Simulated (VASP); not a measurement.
## Mo: single point with PBEsol

Crystal: Mo.

```
CELL_PARAMETERS angstrom
2.73020 0.00000 0.00000
-1.36510 2.36442 0.00000
0.00000 0.00000 4.83903
ATOMIC_POSITIONS crystal
Mo 0.33333 0.66667 0.25000
Mo 0.66667 0.33333 0.75000
```

This isn't the form of Mo at room conditions, which is bcc.

```json
{
  "Program": "VASP 6.6.1",
  "Task": "single point",
  "Functional": "PBEsol",
  "Potentials or basis": "VASP PAW PBE potentials, release 64 (Mo_sv)",
  "Cutoff": "520 eV",
  "k mesh": "18 × 18 × 10",
  "Occupations": "gaussian, width 0.1 eV",
  "Spin": "no spin polarisation",
  "Dipole correction": "no",
  "Further INCAR settings": "ALGO = Fast; EDIFF = 1e-06; NBANDS = 21"
}
```

| Item | Value |
| --- | --- |
| Pressure | 0.5 GPa |
| Band gap on the k mesh | zero (bands 14 and 15 overlap by 1.96 eV) |

Stress tensor (GPa, compression positive):
```
0.53 0.00 0.00
0.00 0.53 0.00
0.00 0.00 0.42
```

Levels at points of the mesh, in eV from the Fermi level:
```tsv
k point	band 12	band 13	band 14	band 15	band 16	band 17
(0.00, 0.00, 0.00)	-0.70	-0.70	-0.17	-0.17	0.68	1.47
(0.50, 0.00, 0.00)	-1.22	-0.46	-0.32	-0.20	3.83	4.64
(0.00, 0.00, 0.50)	-1.95	-0.66	-0.66	-0.66	-0.66	2.81
(0.50, 0.00, 0.50)	-3.43	1.25	1.25	1.85	1.85	4.79
```

Run time: 70 s on 1 thread of Intel(R) Xeon(R) Platinum 8375C CPU @ 2.90GHz (Ice Lake), on a shared host, peak memory 0.22 GiB.

Caveat: the PAW data sets were made with another functional, which shifts forces and pressure a little.
